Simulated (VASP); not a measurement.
Here is a VASP 6.6.1 calculation.

The input POSCAR:

```
TiNi
1.0
    2.9885839385      0.0000000000      0.0000000000
    0.0000000000      2.9885839385      0.0000000000
    0.0000000000      0.0000000000      2.9885839385
Ti Ni
1 1
Direct
    0.5000000000      0.5000000000      0.5000000000
    0.0000000000      0.0000000000      0.0000000000
```

The input INCAR.step1:

```
SYSTEM = TiNi
ALGO = Normal ; EDIFF = 1E-4
ENCUT = 520 ; GGA = PE
ISMEAR = 0 ; LASPH = .True.
LCHARG = .False. ; LREAL = .False.
LWAVE = .True. ; NBANDS = 18
NELM = 60 ; PREC = Accurate
SIGMA = 0.1
```

The input INCAR.step2:

```
SYSTEM = TiNi
ALGO = Normal ; EDIFF = 1E-7
ENCUT = 520 ; ISIF = 2
ISMEAR = 0 ; ISTART = 1
LASPH = .True. ; LCHARG = .False.
LMIXTAU = .True. ; LREAL = .False.
LWAVE = .False. ; METAGGA = R2SCAN
NBANDS = 18 ; NELM = 60
PREC = Accurate ; SIGMA = 0.1
```

Contents of KPOINTS:

```
k-points
0
Gamma
  14 14 14
  0 0 0
```

Potentials or basis: VASP PAW PBE potentials, release 64 (Ti_sv, Ni).

The run is started by

```console
$ cat potpaw_PBE.64/Ti_sv/POTCAR potpaw_PBE.64/Ni/POTCAR > POTCAR
$ cp INCAR.step1 INCAR
$ mpirun -np 1 vasp_std > vasp.out
$ cp INCAR.step2 INCAR
$ mpirun -np 1 vasp_std > vasp.out
```

Question: Predict the pressure.

Answer: 0.5 GPa.

Question: What does it give for the band gap on the k mesh?

Answer: Zero (bands 11 and 12 overlap by 1.84 eV).

Caveat: the PAW data sets were made with another functional, which shifts forces and pressure a little. Spin polarisation is off, so any magnetic state and its effect on volume and gap are missing.
